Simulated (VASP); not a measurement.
## MgSI: single point with PBE

MgSI:

```
Mg S I
1.0
     2.45405   -2.44241    0.00000
     2.45405    2.44241    0.00000
     0.00000    0.00000    8.89739
Mg S I
1 1 1
Direct
  0.50000 0.50000 0.00000
  0.00000 0.00000 0.00000
  0.00000 0.00000 0.50000
```

```
Program             : VASP 6.6.1
Task                : single point
Functional          : PBE
Potentials or basis : VASP PAW PBE potentials, release 64 (Mg, S, I)
Cutoff              : 520 eV
k mesh              : 6 × 6 × 2
Occupations         : gaussian, width 0.1 eV
Spin                : no spin polarisation
```

| Item | Value |
| --- | --- |
| Pressure | -0.1 GPa |

Stress tensor (GPa, compression positive):
```
-0.31  0.00  0.00
 0.00 -0.05  0.00
 0.00  0.00  0.04
```

Levels at points of the mesh, in eV from the Fermi level:
```tsv
k point	band 6	band 7	band 8	band 9	band 10	band 11
(0.00, 0.00, 0.00)	-0.46	0.79	0.80	3.14	5.88	5.88
(0.50, 0.00, 0.00)	-0.47	-0.11	1.43	3.81	6.28	6.83
(0.50, 0.50, 0.00)	-2.65	-0.49	0.23	2.71	5.15	6.31
(0.00, 0.00, 0.50)	-0.46	0.78	0.80	3.62	5.54	5.89
(0.50, 0.00, 0.50)	-0.85	-0.10	1.43	4.20	5.40	6.52
(0.50, 0.50, 0.50)	-2.66	-0.25	-0.05	2.73	5.00	6.74
```

Run time: 91 s on 1 thread of Intel(R) Xeon(R) Platinum 8259CL CPU @ 2.50GHz (Skylake/Cascade Lake), on a shared host, peak memory 0.24 GiB.

Caveat: spin-orbit coupling is left out, which moves the levels of the heavy elements; this functional lacks dispersion, which binds the layers, so the pressure and a relaxed spacing across them are unreliable; an odd number of electrons without spin polarisation forces a metal; a magnetic or distorted state may lie lower.
